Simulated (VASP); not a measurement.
Input of a VASP 6.6.1 run:

Contents of INCAR:

```
SYSTEM = AlGaN2
PREC = Accurate
ENCUT = 600
EDIFF = 1E-7
ISMEAR = 0
SIGMA = 0.02
LREAL = .False.
LASPH = .True.
NELM = 100
ALGO = Normal
ISIF = 4
LWAVE = .False.
LCHARG = .False.
GGA = CA
IBRION = 2
NSW = 50
EDIFFG = -0.01
```

KPOINTS

```
Automatic mesh
0
Gamma
  8 8 6
  0 0 0
```

Contents of POSCAR:

```
AlGaN2
1.0
    3.2158482746      0.0000000000      0.0000000000
    0.0000000000      3.2158482746      0.0000000000
    0.0000000000      0.0000000000      4.5258568734
Al Ga N
1 1 2
Direct
    0.5000000000      0.5000000000      0.5000000000
    0.0000000000      0.0000000000      0.0000000000
    0.5000000000      0.0000000000      0.7400513253
    0.0000000000      0.5000000000      0.2599486747
```

Potentials or basis: VASP PAW LDA potentials, release 64 (Al, Ga_d, N).

Launch:

```console
$ cat potpaw_LDA.64/Al/POTCAR potpaw_LDA.64/Ga_d/POTCAR potpaw_LDA.64/N/POTCAR > POTCAR
$ mpirun -np 1 vasp_std > vasp.out
```

(1) What does it give for the band gap on the k mesh?

Results:

(1) 2.37 eV.
